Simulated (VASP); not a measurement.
Runs of VASP 6.6.1 on MnO. The structure is that of space group Fm-3m (No. 225), or close to it. The cells are those of the table. 

```csv
task,cell,gap on the mesh (eV),pressure (GPa),moment (μB)
single point,"a = 3.142 Å, angles 60.0°, 2 atoms",none,-17.1,4.54
electric field gradients,"a = 3.142 Å, angles 60.0°, 2 atoms",none,-17.1,4.54
electric field gradients,"a = 3.096, b = 3.096, c = 3.048 Å, angles 60.5, 60.5, 59.0°, 2 atoms",none,-12.2,4.32
electric field gradients,"a = 3.111 Å, angles 61.3°, 2 atoms",none,(a),4.54
```

Alike in all rows: level LDA; potentials or basis VASP PAW LDA potentials, release 64 (Mn_pv, O); spin collinear, ferromagnetic start; k mesh 16 × 16 × 16; cutoff (eV) 520; smearing fermi-dirac 0.05 eV.

Question: Fill in the values left out.

Answer: (a) -17.2.

Caveats: a cell with one magnetic atom can't hold antiferromagnetic order, which such compounds often take; semilocal functionals often make such compounds metallic where correlation or magnetic order opens a gap, which also shifts bond lengths.

A gap of «none» marks levels without a gap at the run's occupations.
